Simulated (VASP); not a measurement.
# Ga2O3 (P1) in VASP: single point with r2SCAN

Aim: the single point of Ga2O3 with r2SCAN.

Program: VASP 6.6.1. These are calculated values, not measurements. Logs are shortened: lines on timing, memory, paths and dates and some standing lists are left out, and cuts for length are marked.

## Step 1: The cell of the first run

The typed cell holds 10 atoms: a = 5.325 Å, b = 5.325 Å, c = 5.325 Å, α = 55.81°, β = 55.81°, γ = 55.81°.

## Step 2: Single point, r2SCAN (all O atoms moved 0.2 Å in one direction)

File POSCAR:

```
Ga2O3
1.0
    2.4923023535      1.4389314347      4.4806666158
   -2.4923023535      1.4389314347      4.4806666158
    0.0000000000     -2.8778628693      4.4806666158
Ga O
4 6
Direct
    0.3291000620      0.3673651725      0.3538991495
    0.1182953654      0.1565604759      0.1430944529
    0.6182953654      0.6565604759      0.6430944529
    0.8291000620      0.8673651725      0.8538991495
    0.5711611027      0.9383985386      0.2510021325
    0.2675348575      0.5456510290      0.9473758873
    0.9639086123      0.2420247838      0.5546283777
    0.4639086123      0.0456510290      0.7510021325
    0.7675348575      0.4383985386      0.0546283777
    0.0711611027      0.7420247838      0.4473758873
```

File INCAR.step1:

```
PREC     = Accurate       # precision mode
ENCUT    = 520            # plane-wave cutoff, eV
ISMEAR   = 0              # smearing method
SIGMA    = 0.05           # smearing width, eV
LREAL    = False          # projectors in reciprocal space
LASPH    = True           # aspherical terms in the spheres
NELM     = 80             # most SCF steps
NBANDS   = 55             # bands
GGA      = PE             # functional
ALGO     = Normal         # electronic algorithm
EDIFF    = 1E-4           # SCF threshold, eV
LWAVE    = True           # write WAVECAR
LCHARG   = False          # write CHGCAR
```

File INCAR.step2:

```
PREC     = Accurate       # precision mode
ENCUT    = 520            # plane-wave cutoff, eV
EDIFF    = 1E-6           # SCF threshold, eV
ISMEAR   = 0              # smearing method
SIGMA    = 0.05           # smearing width, eV
LREAL    = False          # projectors in reciprocal space
LASPH    = True           # aspherical terms in the spheres
NELM     = 80             # most SCF steps
ALGO     = Normal         # electronic algorithm
ISIF     = 2              # what is computed and relaxed
LWAVE    = False          # write WAVECAR
LCHARG   = False          # write CHGCAR
METAGGA  = R2SCAN         # meta-GGA
LMIXTAU  = True         
NBANDS   = 55             # bands
ISTART   = 1
```

File KPOINTS:

```
Automatic mesh
0
Gamma
  6 6 6
```

Potentials or basis: VASP PAW PBE potentials, release 64 (Ga_d, O).

Run with:

```bash
$ cat potpaw_PBE.64/Ga_d/POTCAR potpaw_PBE.64/O/POTCAR > POTCAR
$ cp INCAR.step1 INCAR
$ mpirun -np 1 vasp_std > vasp.out
$ cp INCAR.step2 INCAR
$ mpirun -np 1 vasp_std > vasp.out
```

OUTCAR:

```text
PREC = Accurate
   ENCUT = 520
   EDIFF = 1E-6
   ISMEAR = 0
   LREAL = False
   LASPH = True
   NELM = 80
   ISIF = 2
   METAGGA = R2SCAN
   ISTART = 1

 ion  position               nearest neighbor table
   1  0.329  0.367  0.354-  10 1.84   7 1.92   6 1.96   8 2.04   9 2.07   5 2.12   2 2.83
   2  0.118  0.157  0.143-   9 1.73  10 1.93   8 1.99   7 2.09   6 2.12   5 2.27   1 2.83
   3  0.618  0.657  0.643-   6 1.80   5 1.82   7 2.03   8 2.05   9 2.20  10 2.23   4 2.83
   4  0.829  0.867  0.854-   8 1.88   5 1.88   7 1.95   9 2.04  10 2.08   6 2.12   3 2.83
   5  0.571  0.938  0.251-   3 1.82   4 1.88   1 2.12   2 2.27
   6  0.268  0.546  0.947-   3 1.80   1 1.96   4 2.12   2 2.12
   7  0.964  0.242  0.555-   1 1.92   4 1.95   3 2.03   2 2.09
   8  0.464  0.046  0.751-   4 1.88   2 1.99   1 2.04   3 2.05
   9  0.768  0.438  0.055-   2 1.73   4 2.04   1 2.07   3 2.20
  10  0.071  0.742  0.447-   1 1.84   2 1.93   4 2.08   3 2.23

  LATTYP: Found a trigonal (rhomboedric) cell.
 ALAT       =     5.3252669433
 COS(alpha) =     0.5619247826

  Lattice vectors:

 A1 = (   2.4923023535,   1.4389314347,   4.4806666158)
 A2 = (  -2.4923023535,   1.4389314347,   4.4806666158)
 A3 = (   0.0000000000,  -2.8778628693,   4.4806666158)

Analysis of symmetry for initial positions (statically):
=====================================================================
 Subroutine PRICEL returns:
 Original cell was already a primitive cell.

 Routine SETGRP: Setting up the symmetry group for a
 trigonal (rhombohedral) supercell.

 Subroutine GETGRP returns: Found  1 space group operations
 (whereof  1 operations were pure point group operations)
 out of a pool of 12 trial point group operations.

The static configuration has the point symmetry C_1 .

Analysis of symmetry for dynamics (positions and initial velocities):
=====================================================================
 Subroutine PRICEL returns:
 Original cell was already a primitive cell.

 Routine SETGRP: Setting up the symmetry group for a
 trigonal (rhombohedral) supercell.

 Subroutine GETGRP returns: Found  1 space group operations
 (whereof  1 operations were pure point group operations)
 out of a pool of 12 trial point group operations.

The dynamic configuration has the point symmetry C_1 .

 Subroutine INISYM returns: Found  1 space group operations
 (whereof  1 operations are pure point group operations),
 and found     1 'primitive' translations

----------------------------------------------------------------------------------------

                                     Primitive cell

  volume of cell :      96.4128

  direct lattice vectors                    reciprocal lattice vectors
     2.492302353  1.438931435  4.480666616     0.200617714  0.115826691  0.074393692
    -2.492302353  1.438931435  4.480666616    -0.200617714  0.115826691  0.074393692
     0.000000000 -2.877862869  4.480666616     0.000000000 -0.231653382  0.074393692

  length of vectors
     5.325266943  5.325266943  5.325266943     0.243305797  0.243305797  0.243305797

  position of ions in fractional coordinates (direct lattice)
     0.329100062  0.367365173  0.353899150
     0.118295365  0.156560476  0.143094453
     0.618295365  0.656560476  0.643094453
     0.829100062  0.867365173  0.853899150
     0.571161103  0.938398539  0.251002132
     0.267534858  0.545651029  0.947375887
     0.963908612  0.242024784  0.554628378
     0.463908612  0.045651029  0.751002132
     0.767534858  0.438398539  0.054628378
     0.071161103  0.742024784  0.447375887

  ion indices of the primitive-cell ions
   primitive index   ion index
                 1           1
                 2           2
                 3           3
                 4           4
                 5           5
                 6           6
                 7           7
                 8           8
                 9           9
                10          10

----------------------------------------------------------------------------------------

 KPOINTS: Automatic mesh

Automatic generation of k-mesh.
 Grid dimensions read from file:
 generate k-points for:    6    6    6

 Generating k-lattice:

  Cartesian coordinates                     Fractional coordinates (reciprocal lattice)
     0.033436286  0.019304449  0.012398949     0.166666667  0.000000000  0.000000000
    -0.033436286  0.019304449  0.012398949     0.000000000  0.166666667  0.000000000
     0.000000000 -0.038608897  0.012398949    -0.000000000 -0.000000000  0.166666667

  Length of vectors
     0.040550966  0.040550966  0.040550966

  Shift w.r.t. Gamma in fractional coordinates (k-lattice)
     0.000000000  0.000000000  0.000000000

 Subroutine IBZKPT returns following result:
 ===========================================

 Found    112 irreducible k-points:

 Following reciprocal coordinates:
            Coordinates               Weight
  0.000000  0.000000  0.000000      1.000000
  0.166667 -0.000000 -0.000000      2.000000
 -0.000000  0.166667 -0.000000      2.000000
 -0.000000 -0.000000  0.166667      2.000000
  0.333333  0.000000 -0.000000      2.000000
  0.000000  0.333333 -0.000000      2.000000
[... 16 lines left out ...]
 -0.166667  0.500000 -0.000000      2.000000
  0.166667 -0.000000  0.500000      2.000000
 [... further k-points ...]
   k-points           NKPTS =    112   k-points in BZ     NKDIM =    112   number of bands    NBANDS=     55
   number of dos      NEDOS =    301   number of ions     NIONS =     10
   total plane-waves  NPLWV =  64000
   dimension x,y,z NGX =    40 NGY =   40 NGZ =   40
   dimension x,y,z NGXF=    80 NGYF=   80 NGZF=   80
   ions per type =               4   6
   NGX,Y,Z   is equivalent  to a cutoff of  12.49, 12.49, 12.49 a.u.
   NGXF,Y,Z  is equivalent  to a cutoff of  24.97, 24.97, 24.97 a.u.
 SYSTEM =  unknown system
   PREC   = accura    normal or accurate (medium, high low for compatibility)
   ISTART =      1    job   : 0-new  1-cont  2-samecut
   ICHARG =      0    charge: 1-file 2-atom 10-const
   ISPIN  =      1    spin polarized calculation?
   LNONCOLLINEAR =      F non collinear calculations
   LSORBIT =      F    spin-orbit coupling
   LASPH  =      T    aspherical Exc in radial PAW
   ENCUT  =  520.0 eV  38.22 Ry    6.18 a.u.   9.90  9.90  9.90*2*pi/ulx,y,z
   NELM   =     80;   NELMIN=  2; NELMDL=  0     # of ELM steps
   EDIFF  = 0.1E-05   stopping-criterion for ELM
   LREAL  =      F    real-space projection
   EDIFFG = 0.1E-04   stopping-criterion for IOM
   NSW    =      0    number of steps for IOM
   IBRION =     -1    ionic relax: 0-MD 1-quasi-New 2-CG
   NFREE  =      0    steps in history (QN), initial steepest desc. (CG)
   ISIF   =      2    stress and relaxation
   ISYM   =      2    0-nonsym 1-usesym 2-fastsym
   POTIM  = 0.5000    time-step for ionic-motion
   TEBEG  =    0.0;   TEEND  =   0.0 temperature during run
   PSTRESS=    0.0 pullay stress
   NELECT =      88.0000    total number of electrons
   NUPDOWN=      -1.0000    fix difference up-down
   EMIN   =  10.00;   EMAX   =-10.00  energy-range for DOS
   EFERMI =   0.00;   METHOD = LEGACY
   ISMEAR =     0;   SIGMA  =   0.05  broadening in eV -4-tet -1-fermi 0-gaus
   EFERMI_NEDOS =   21; number of points for ismear=-14 and -15
   IALGO  =     38    algorithm
   IMIX   =      4    mixing-type and parameters
     AMIX     =   0.40;   BMIX     =  1.00
     AMIX_MAG =   1.60;   BMIX_MAG =  1.00
  volume/ion in A,a.u.               =       9.64        65.06
  Fermi-wavevector in a.u.,A,eV,Ry     =   1.588026  3.000933 34.311514  2.521825
  Thomas-Fermi vector in A             =   2.687093
   LORBIT       =      0    0 simple, 1 ext, 2 COOP (PROOUT), +10 PAW based schemes
   METAGGA = R2SCAN    functional components
   LHFCALC =     F    Hartree Fock is set to
   AEXX    =    0.0000 exact exchange contribution
   IVDW    =     0    specifies the selected vdW correction
   LEPSILON=     F    determine dielectric tensor
   LRPA    =     F    only Hartree local field effects (RPA)
 non-spin polarized calculation
 Gauss-broadening in eV      SIGMA  =   0.05
  energy-cutoff  :      520.00
  volume of cell :       96.41
 maximum number of plane-waves:      2610
   NGX = 19   NGY = 19   NGZ = 19

 number of electron      87.9999988 magnetization

 Free energy of the ion-electron system (eV)
  ---------------------------------------------------
  ext. energy  EPLUGINS =         0.00000000
  ---------------------------------------------------
  free energy    TOTEN  =      -101.48374052 eV

  energy without entropy =     -101.48374052  energy(sigma->0) =     -101.48374052

 E-fermi :   4.3914     XC(G=0): -13.1427

 val. band max:        4.1849326445   @ k =  -0.0000  -0.1667   0.1667
 cond. band min:       7.6503313721   @ k =   0.0000   0.0000   0.0000
 fundamental gap:      3.4653987276
 Fermi energy:         4.3914069194

 k-point     1 :       0.0000    0.0000    0.0000
  band No.  band energies     occupation
      1     -15.8744      2.00000
      2     -14.0538      2.00000
      3     -14.0288      2.00000
      4     -13.9412      2.00000
      5     -13.8506      2.00000
      6     -13.7276      2.00000
[... 47 lines left out ...]
     54      16.4929      0.00000
     55      17.4997      0.00000

 k-point     2 :       0.1667   -0.0000   -0.0000
  band No.  band energies     occupation
      1     -15.7527      2.00000
      2     -14.1471      2.00000
      3     -14.0384      2.00000
      4     -13.9645      2.00000
      5     -13.8519      2.00000
      6     -13.7680      2.00000
[... 47 lines left out ...]
     54      16.9610      0.00000
     55      17.2832      0.00000
[... 1216 lines left out ...]
     54      17.2037      0.00000
     55      17.4346      0.00000

 k-point    24 :       0.1667   -0.0000    0.5000
  band No.  band energies     occupation
      1     -15.0518      2.00000
      2     -14.7060      2.00000
      3     -14.1395      2.00000
      4     -14.0787      2.00000
      5     -13.9122      2.00000
      6     -13.7850      2.00000
[... 47 lines left out ...]
     54      17.1793      0.00000
     55      17.4824      0.00000

 [... further k-points ...]

------------------------ aborting loop because EDIFF is reached ----------------------------------------

  FORCE on cell =-STRESS in cart. coord.  units (eV):
  Direction    XX          YY          ZZ          XY          YZ          ZX
  --------------------------------------------------------------------------------------
  -------------------------------------------------------------------------------------
  Total        5.7169783      3.7805817      3.8289702     -0.2475136      0.1540525      2.7714643
  in kB       95.0041146     62.8252898     63.6294052     -4.1131536      2.5600279     46.0558877
  external PRESSURE =      73.8196032 kB  Pullay stress =       0.0000000 kB

 VOLUME and BASIS-vectors are now :
 -----------------------------------------------------------------------------
  energy-cutoff  :      520.00
  volume of cell :       96.41
      direct lattice vectors                 reciprocal lattice vectors
     2.492302353  1.438931435  4.480666616     0.200617714  0.115826691  0.074393692
    -2.492302353  1.438931435  4.480666616    -0.200617714  0.115826691  0.074393692
     0.000000000 -2.877862869  4.480666616     0.000000000 -0.231653382  0.074393692

 POSITION                                       TOTAL-FORCE (eV/Angst)
 -----------------------------------------------------------------------------------
     -0.09537     -0.01631      4.70633         1.809151      0.493809      0.757066
     -0.09537     -0.01631      1.87270         3.013281     -0.126765      1.168538
     -0.09537     -0.01631      8.59370         1.709493      0.665155      0.961948
     -0.09537     -0.01631     11.42733         1.668390      0.208693      0.977332
     -0.91527      1.44980      7.88849        -0.796798      0.476135     -0.251234
     -0.69315     -1.55630      7.88849        -1.201468     -1.034244     -1.132073
      1.79915      0.13911      7.88849        -0.857538     -0.502634     -0.487308
      1.04242     -1.42806      5.64816        -1.405618     -0.023527     -0.905312
      0.82031      1.57804      5.64816        -2.898526     -0.162184     -1.450722
     -1.67200     -0.11737      5.64816        -1.040366      0.005562      0.361765
 -----------------------------------------------------------------------------------
    total drift:                               -0.001638      0.002150      0.057603

  FREE ENERGIE OF THE ION-ELECTRON SYSTEM (eV)
  ---------------------------------------------------
  free  energy   TOTEN  =      -101.4837405229 eV

  energy  without entropy=     -101.4837405229  energy(sigma->0) =     -101.48374052
```

Wall time 60 min (1 thread of Oxide Virtual Turin-like, shared host); peak memory 0.51 GiB.

What came out:

- Free energy: -101.4837 eV
- Pressure: 7.4 GPa
- Largest force: 3.245 eV/Å
- Band gap on the k mesh: 3.47 eV (least direct gap 3.61 eV)

Forces on the atoms (eV/Å):
```
Ga   1.809  0.494  0.757
Ga   3.013 -0.127  1.169
Ga   1.709  0.665  0.962
Ga   1.668  0.209  0.977
O   -0.797  0.476 -0.251
O   -1.201 -1.034 -1.132
O   -0.858 -0.503 -0.487
O   -1.406 -0.024 -0.905
O   -2.899 -0.162 -1.451
O   -1.040  0.006  0.362
```

Stress tensor (GPa, compression positive):
```
 9.50 -0.41  4.61
-0.41  6.28  0.26
 4.61  0.26  6.36
```

Caveat: the cell differs from its parent crystal (all O atoms moved 0.2 Å in one direction); the cell stands under pressure; the PAW data sets were made with another functional, which shifts forces and pressure a little.
